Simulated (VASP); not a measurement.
Fe, 1 atom in the cell. It takes space group Im-3m (No. 229, cubic). Conventional cell: a = 2.913 Å, b = 2.913 Å, c = 2.913 Å, α = 90.00°, β = 90.00°, γ = 90.00°. Fe (site symmetry m-3m) has 14 Fe at 2.52 to 2.91 Å within 3.3 Å.  This cell differs from its parent crystal: volume scaled by 1.04.

* Program: VASP 6.6.1
* Task: single point
* Functional: BLYP
* Potentials or basis: VASP PAW PBE potentials, release 64 (Fe)
* Cutoff: 520 eV
* k mesh: 25 × 25 × 25
* Occupations: fermi-dirac, width 0.05 eV
* Spin: collinear spin, ferromagnetic start
* Starting moments: [2.267] μB
* Dipole correction: no
* Further INCAR settings: ALGO = Normal; EDIFF = 1e-06; NBANDS = 14

Potentials or basis: VASP PAW PBE potentials, release 64 (Fe).

Launch:

```bash
$ cat potpaw_PBE.64/Fe/POTCAR > POTCAR
$ mpirun -np 1 vasp_std > vasp.out
```

Hardware: 1 thread of Intel(R) Xeon(R) 6975P-C (Granite Rapids) (shared host).

Problem. How long does it take, and how much memory?

Solution. Run time: 80 s on 1 thread of Intel(R) Xeon(R) 6975P-C (Granite Rapids), on a shared host, peak memory 0.23 GiB. Counts: scf iterations 14, k points 455.
